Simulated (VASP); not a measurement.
Set up this calculation in VASP 6.6.1, as the native input.

| Property | Result |
| --- | --- |
| Task | single point |
| Functional | PBE |
| Potentials or basis | VASP PAW PBE potentials, release 64 (Rh_pv) |
| Cutoff | 520 eV |
| k mesh | 13 × 13 × 1 |
| Occupations | fermi-dirac, width 0.05 eV |
| Spin | no spin polarisation |
| Dipole correction | yes |
| Further INCAR settings | ALGO = Normal; EDIFF = 1e-06; NBANDS = 14 |

The structure of Rh lies in POSCAR:

```
Rh
1.0
    2.7085099833      0.0000000000      0.0000000000
    0.0000000000      2.7085099833      0.0000000000
    0.0000000000      0.0000000000     16.0000000000
Rh
1
Direct
    0.0000000000      0.0000000000      0.5000000000
```

These files were run (other wordings do the same):

INCAR

```
PREC = Accurate
ENCUT = 520
EDIFF = 1E-6
ISMEAR = -1
SIGMA = 0.05
LREAL = False
LASPH = True
NELM = 100
ALGO = Normal
ISIF = 2
LWAVE = False
LCHARG = False
LDIPOL = True
IDIPOL = 3
DIPOL = 0.5 0.5 0.500
GGA = PE
NBANDS = 14
```

KPOINTS

```
Automatic mesh
0
Gamma
  13 13 1
```

Potentials or basis: VASP PAW PBE potentials, release 64 (Rh_pv).

The run is started by

```console
$ cat potpaw_PBE.64/Rh_pv/POTCAR > POTCAR
$ mpirun -np 1 vasp_std > vasp.out
```

Results of the run:

```
Band gap on the k mesh : zero (an odd number of electrons rules out a gap without spin polarisation)
```

It took 26 s on 1 thread of Intel(R) Xeon(R) 6975P-C (Granite Rapids), with other jobs on the host, peak memory 0.21 GiB.
